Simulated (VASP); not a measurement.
# In (R-3m) in VASP: a series of runs, part 3 of 4

VASP 6.6.1. The steps go on from the part before.

### Step 4. Electric field gradients, PBE (27.48 Å³/atom)

This run uses another cell than the first one, of 27.48 Å³/atom.

File INCAR:

```
SYSTEM = In
PREC = Accurate ; ENCUT = 520
EDIFF = 1E-8 ; ISMEAR = -1
SIGMA = 0.05 ; LREAL = .False.
LASPH = .True. ; NELM = 60
ALGO = Normal ; ISIF = 2
LWAVE = .False. ; LCHARG = .False.
GGA = PE ; LEFG = .True.
NBANDS = 26
```

File KPOINTS:

```
regular mesh
0
Gamma
  14 14 14
  0 0 0
```

File POSCAR:

```
In
1.0
    1.6916082417      0.9766504737      8.3154685732
   -1.6916082417      0.9766504737      8.3154685732
    0.0000000000     -1.9533009474      8.3154685732
In
3
Direct
    0.0000000000      0.0000000000      0.0000000000
    0.7780122400      0.7780122400      0.7780122400
    0.2219877600      0.2219877600      0.2219877600
```

Potentials or basis: VASP PAW PBE potentials, release 64 (In_d).

Run with:

```sh
$ cat potpaw_PBE.64/In_d/POTCAR > POTCAR
$ mpirun -np 1 vasp_std > vasp.out
```

OUTCAR:

```text
SYSTEM = In
   PREC = Accurate
   ENCUT = 520
   EDIFF = 1E-8
   ISMEAR = -1
   LREAL = .False.
   LASPH = .True.
   NELM = 60
   ISIF = 2
   GGA = PE

 ion  position               nearest neighbor table
   1  0.000  0.000  0.000-   2 3.40   3 3.40   2 3.40   2 3.40   3 3.40   3 3.40
   2  0.778  0.778  0.778-   3 3.38   3 3.38   3 3.38   1 3.40   1 3.40   1 3.40
   3  0.222  0.222  0.222-   2 3.38   2 3.38   2 3.38   1 3.40   1 3.40   1 3.40

  LATTYP: Found a trigonal (rhomboedric) cell.
 ALAT       =     8.5418032161
 COS(alpha) =     0.9215612875

  Lattice vectors:

 A1 = (   1.6916082417,   0.9766504737,   8.3154685732)
 A2 = (  -1.6916082417,   0.9766504737,   8.3154685732)
 A3 = (   0.0000000000,  -1.9533009474,   8.3154685732)

Analysis of symmetry for initial positions (statically):
=====================================================================
 Subroutine PRICEL returns:
 Original cell was already a primitive cell.

 Routine SETGRP: Setting up the symmetry group for a
 trigonal (rhombohedral) supercell.

 Subroutine GETGRP returns: Found 12 space group operations
 (whereof 12 operations were pure point group operations)
 out of a pool of 12 trial point group operations.

The static configuration has the point symmetry D_3d.

Analysis of symmetry for dynamics (positions and initial velocities):
=====================================================================
 Subroutine PRICEL returns:
 Original cell was already a primitive cell.

 Routine SETGRP: Setting up the symmetry group for a
 trigonal (rhombohedral) supercell.

 Subroutine GETGRP returns: Found 12 space group operations
 (whereof 12 operations were pure point group operations)
 out of a pool of 12 trial point group operations.

The dynamic configuration has the point symmetry D_3d.

 Subroutine INISYM returns: Found 12 space group operations
 (whereof 12 operations are pure point group operations),
 and found     1 'primitive' translations

----------------------------------------------------------------------------------------

                                     Primitive cell

  volume of cell :      82.4284

  direct lattice vectors                    reciprocal lattice vectors
     1.691608242  0.976650474  8.315468573     0.295576711  0.170651294  0.040085935
    -1.691608242  0.976650474  8.315468573    -0.295576711  0.170651294  0.040085935
     0.000000000 -1.953300947  8.315468573     0.000000000 -0.341302587  0.040085935

  length of vectors
     8.541803216  8.541803216  8.541803216     0.343648568  0.343648568  0.343648568

  position of ions in fractional coordinates (direct lattice)
     0.000000000  0.000000000  0.000000000
     0.778012240  0.778012240  0.778012240
     0.221987760  0.221987760  0.221987760

  ion indices of the primitive-cell ions
   primitive index   ion index
                 1           1
                 2           2
                 3           3
[... 78 lines left out ...]
   ISIF   =      2    stress and relaxation
   ISYM   =      2    0-nonsym 1-usesym 2-fastsym
   POTIM  = 0.5000    time-step for ionic-motion
   TEBEG  =    0.0;   TEEND  =   0.0 temperature during run
   PSTRESS=    0.0 pullay stress
   NELECT =      39.0000    total number of electrons
   NUPDOWN=      -1.0000    fix difference up-down
   EMIN   =  10.00;   EMAX   =-10.00  energy-range for DOS
   EFERMI =   0.00;   METHOD = LEGACY
   ISMEAR =    -1;   SIGMA  =   0.05  broadening in eV -4-tet -1-fermi 0-gaus
   EFERMI_NEDOS =   21; number of points for ismear=-14 and -15
   IALGO  =     38    algorithm
   IMIX   =      4    mixing-type and parameters
     AMIX     =   0.40;   BMIX     =  1.00
     AMIX_MAG =   1.60;   BMIX_MAG =  1.00
  volume/ion in A,a.u.               =      27.48       185.42
  Fermi-wavevector in a.u.,A,eV,Ry     =   1.275667  2.410661 22.141125  1.627327
  Thomas-Fermi vector in A             =   2.408367
   LORBIT       =      0    0 simple, 1 ext, 2 COOP (PROOUT), +10 PAW based schemes
   GGA     = PE    functional components
   LHFCALC =     F    Hartree Fock is set to
   AEXX    =    0.0000 exact exchange contribution
   IVDW    =     0    specifies the selected vdW correction
   LEPSILON=     F    determine dielectric tensor
   LRPA    =     F    only Hartree local field effects (RPA)
 non-spin polarized calculation
  energy-cutoff  :      520.00
  volume of cell :       82.43
 maximum number of plane-waves:      2239
   NGX = 31   NGY = 31   NGZ = 31

 number of electron      38.9999999 magnetization

 Free energy of the ion-electron system (eV)
  ---------------------------------------------------
  ext. energy  EPLUGINS =         0.00000000
  ---------------------------------------------------
  free energy    TOTEN  =        -7.67042961 eV

  energy without entropy =       -7.65726323  energy(sigma->0) =       -7.66384642

 E-fermi :   7.0047     XC(G=0): -10.0230

 val. band max:        7.0027675770   @ k =   0.2857   0.0714   0.0714
 cond. band min:       7.0054424483   @ k =  -0.2857   0.5000   0.2143
 fundamental gap:      0.0026748713
 Fermi energy:         7.0046717610

 k-point     1 :       0.0000    0.0000    0.0000
  band No.  band energies     occupation
      1      -7.6417      2.00000
      2      -7.6390      2.00000
      3      -7.6083      2.00000
      4      -7.6016      2.00000
      5      -7.6016      2.00000
      6      -7.5826      2.00000
[... 685 lines left out ...]
     25      13.1784      0.00000
     26      14.4176      0.00000

 [... further k-points ...]

------------------------ aborting loop because EDIFF is reached ----------------------------------------

  FORCE on cell =-STRESS in cart. coord.  units (eV):
  Direction    XX          YY          ZZ          XY          YZ          ZX
  --------------------------------------------------------------------------------------
  -------------------------------------------------------------------------------------
  Total        0.0341160      0.0341160      0.1366645      0.0000000      0.0000000      0.0000000
  in kB        0.6631198      0.6631198      2.6563743      0.0000000      0.0000000      0.0000000
  external PRESSURE =       1.3275380 kB  Pullay stress =       0.0000000 kB

 VOLUME and BASIS-vectors are now :
 -----------------------------------------------------------------------------
  energy-cutoff  :      520.00
  volume of cell :       82.43
      direct lattice vectors                 reciprocal lattice vectors
     1.691608242  0.976650474  8.315468573     0.295576711  0.170651294  0.040085935
    -1.691608242  0.976650474  8.315468573    -0.295576711  0.170651294  0.040085935
     0.000000000 -1.953300947  8.315468573     0.000000000 -0.341302587  0.040085935

 POSITION                                       TOTAL-FORCE (eV/Angst)
 -----------------------------------------------------------------------------------
      0.00000      0.00000      0.00000         0.000000     -0.000000     -0.000000
      0.00000      0.00000     19.40861         0.000000      0.000000     -0.004765
      0.00000      0.00000      5.53780         0.000000     -0.000000      0.004765
 -----------------------------------------------------------------------------------
    total drift:                                0.000000      0.000000     -0.000000

  FREE ENERGIE OF THE ION-ELECTRON SYSTEM (eV)
  ---------------------------------------------------
  free  energy   TOTEN  =        -7.6704296141 eV

  energy  without entropy=       -7.6572632333  energy(sigma->0) =       -7.66384642

 Electric field gradients (V/A^2)
---------------------------------------------------------------------
 ion       V_xx      V_yy      V_zz      V_xy      V_xz      V_yz
---------------------------------------------------------------------
   1      -1.272    -1.272     2.545     0.000     0.000    -0.000
   2       2.193     2.193    -4.385    -0.000     0.000    -0.000
   3       2.193     2.193    -4.385     0.000    -0.000    -0.000
---------------------------------------------------------------------

 Electric field gradients after diagonalization (V/A^2)
 (convention: |V_zz| > |V_xx| > |V_yy|)
----------------------------------------------------------------------
 ion       V_xx      V_yy      V_zz     asymmetry (V_yy - V_xx)/ V_zz
----------------------------------------------------------------------
   1      -1.272    -1.272     2.545       0.000
   2       2.193     2.193    -4.385       0.000
   3       2.193     2.193    -4.385       0.000
----------------------------------------------------------------------

           NMR quadrupolar parameters

 Cq : quadrupolar parameter    Cq=e*Q*V_zz/h
 eta: asymmetry parameters     (V_yy - V_xx)/ V_zz
 Q  : nuclear electric quadrupole moment in mb (millibarn)
----------------------------------------------------------------------
 ion       Cq(MHz)       eta       Q (mb)
----------------------------------------------------------------------
   1       0.006       0.000       1.000
   2      -0.011       0.000       1.000
   3      -0.011       0.000       1.000
----------------------------------------------------------------------
```

OSZICAR:

```text
N       E                     dE             d eps       ncg     rms          rms(c)
DAV:   1     0.346148341582E+03    0.34615E+03   -0.18788E+04 14976   0.201E+03
DAV:   2     0.220578489353E+02   -0.32409E+03   -0.31991E+03 14994   0.439E+02
DAV:   3    -0.669856634319E+01   -0.28756E+02   -0.28502E+02 17868   0.157E+02
DAV:   4    -0.768821613744E+01   -0.98965E+00   -0.98845E+00 18108   0.325E+01
DAV:   5    -0.774271920551E+01   -0.54503E-01   -0.54498E-01 23766   0.576E+00    0.362E+00
DAV:   6    -0.768254187495E+01    0.60177E-01   -0.12743E-01 19400   0.509E+00    0.176E+00
DAV:   7    -0.767104144913E+01    0.11500E-01   -0.40023E-02 20048   0.261E+00    0.379E-01
DAV:   8    -0.767038655604E+01    0.65489E-03   -0.29119E-03 17804   0.696E-01    0.446E-02
DAV:   9    -0.767042296374E+01   -0.36408E-04   -0.10268E-04 23116   0.753E-02    0.182E-02
DAV:  10    -0.767042854716E+01   -0.55834E-05   -0.14011E-05 19624   0.471E-02    0.724E-03
DAV:  11    -0.767042974052E+01   -0.11934E-05   -0.14083E-06 18394   0.122E-02    0.132E-03
DAV:  12    -0.767042968346E+01    0.57061E-07   -0.63028E-08 19302   0.221E-03    0.837E-04
DAV:  13    -0.767042959834E+01    0.85115E-07   -0.37710E-09  8922   0.629E-04    0.756E-05
DAV:  14    -0.767042961340E+01   -0.15054E-07   -0.86689E-10  8514   0.595E-04    0.655E-05
DAV:  15    -0.767042961412E+01   -0.72214E-09   -0.56213E-10  8418   0.347E-04
   1 F= -.76704296E+01 E0= -.76638464E+01  d E =-.131664E-01
```

stdout:

```text
POSCAR found type information on POSCAR In
 POSCAR found :  1 types and       3 ions
 scaLAPACK will be used
 LDA part: xc-table for (Slater+PW92), standard interpolation
 POSCAR, INCAR and KPOINTS ok, starting setup
 FFT: planning ... GRIDC
 FFT: planning ... GRID_SOFT
 FFT: planning ... GRID
 WAVECAR not read
 entering main loop
ion   1

ion   2

ion   3
```

Wall time 57 min (1 thread of Oxide Virtual Turin-like, shared host); peak memory 0.79 GiB.

Results:

```yaml
Free_energy: -7.6704 eV
Pressure: 0.1 GPa
Largest_force: 0.005 eV/Å
Band_gap_on_the_k_mesh: zero (an odd number of electrons rules out a gap without spin polarisation)
Largest_electric_field_gradient_by_atom: In +2.5, -4.4 (each value once) V/Å²
```

Forces on the atoms (eV/Å):
```
In   0.000  0.000  0.000
In   0.000  0.000 -0.005
In   0.000  0.000  0.005
```

Levels at points of the mesh, in eV from the Fermi level:
| k point | band 16 | band 17 | band 18 | band 19 | band 20 | band 21 | band 22 | band 23 |
| --- | --- | --- | --- | --- | --- | --- | --- | --- |
| (0.00, 0.00, 0.00) | -9.24 | -6.88 | -6.85 | 0.45 | 0.47 | 8.44 | 8.44 | 8.52 |
| (0.50, 0.00, 0.00) | -4.71 | -4.08 | -3.04 | -2.62 | -1.10 | -1.07 | 3.17 | 3.93 |
| (0.50, 0.50, 0.00) | -4.46 | -4.19 | -3.45 | -2.90 | -0.40 | -0.40 | 1.86 | 3.25 |
| (0.50, 0.50, 0.50) | -8.66 | -8.64 | -4.36 | -3.20 | 5.58 | 5.63 | 8.04 | 8.04 |

Electric field gradients, principal values (V/Å²):
| atom | least | middle | greatest (by size) |
| --- | --- | --- | --- |
| 1 In | -1.272 | -1.272 | 2.545 |
| 2 In | 2.193 | 2.193 | -4.385 |
| 3 In | 2.193 | 2.193 | -4.385 |

Caveat: without QUAD_EFG the Cq values of the log hold for a quadrupole moment of 1 mb, not for the nuclei; spin-orbit coupling is left out, which moves the levels of the heavy elements.

[end of part 3 of 4]
